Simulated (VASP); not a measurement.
Wanted: the native input for a VASP 6.6.1 run.

```yaml
Task: single point
Functional: PBEsol
Potentials_or_basis: VASP PAW PBE potentials, release 64 (Sn_d, Te)
Cutoff: 520 eV
k_mesh: 10 × 10 × 10
Occupations: gaussian, width 0.03 eV
Spin: no spin polarisation
Dipole_correction: no
Further_INCAR_settings: ALGO = Normal; EDIFF = 1e-06; NBANDS = 17
```

The structure of SnTe lies in POSCAR:

```
SnTe
1.0
    0.0000000000      3.1565000000      3.1565000000
    3.1565000000      0.0000000000      3.1565000000
    3.1565000000      3.1565000000      0.0000000000
Sn Te
1 1
Direct
    0.0000000000      0.0000000000      0.0000000000
    0.5000000000      0.5000000000      0.5084006033
```

The input as run:

INCAR

```
ALGO = Normal
EDIFF = 1E-6
ENCUT = 520
GGA = PS
ISIF = 2
ISMEAR = 0
LASPH = T
LCHARG = F
LREAL = F
LWAVE = F
NBANDS = 17
NELM = 100
PREC = Accurate
SIGMA = 0.03
```

KPOINTS

```
k-points
0
Gamma
  10 10 10
```

Potentials or basis: VASP PAW PBE potentials, release 64 (Sn_d, Te).

Run with:

```console
$ cat potpaw_PBE.64/Sn_d/POTCAR potpaw_PBE.64/Te/POTCAR > POTCAR
$ mpirun -np 1 vasp_std > vasp.out
```

Results of the run:

The pressure is -0.5 GPa. The band gap on the k mesh is 0.12 eV.

Caveat: semilocal functionals underestimate gaps, and a narrow one can read as zero; the PAW data sets were made with another functional, which shifts forces and pressure a little; spin-orbit coupling is left out, which moves the levels of the heavy elements.

Run time: 4 min on 1 thread of Intel Xeon 8259CL, with other jobs on the host, peak memory 0.34 GiB.
